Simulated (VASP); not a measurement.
Li: single point with PBE

The system is Li.

```
Li
1.0
     3.11100    0.00000    0.00000
    -1.55550    2.69421    0.00000
     0.00000    0.00000    5.09300
Li
2
Direct
  0.33333 0.66667 0.25000
  0.66667 0.33333 0.75000
```

This isn't the form of Li at room conditions, which is bcc.

```
Program                : VASP 6.6.1
Task                   : single point
Functional             : PBE
Potentials or basis    : VASP PAW PBE potentials, release 64 (Li_sv)
Cutoff                 : 520 eV
k mesh                 : 15 × 15 × 8
Occupations            : fermi-dirac, width 0.15 eV
Spin                   : no spin polarisation
Dipole correction      : no
Further INCAR settings : ALGO = Normal; EDIFF = 1e-07; NBANDS = 10
```

The band gap on the k mesh is zero (bands 3 and 4 overlap by 4.51 eV).

Levels at points of the mesh, in eV from the Fermi level:
```csv
k point,band 1,band 2,band 3,band 4,band 5,band 6,band 7,band 8
"(0.00, 0.00, 0.00)",-46.61,-46.60,-3.48,0.00,2.75,12.05,12.05,13.40
"(0.00, 0.00, 0.50)",-46.60,-46.60,-2.40,-2.40,7.66,7.66,12.92,12.92
```

Run time: 62 s on 1 thread of Intel Xeon 8259CL, with other jobs on the host, peak memory 0.18 GiB.
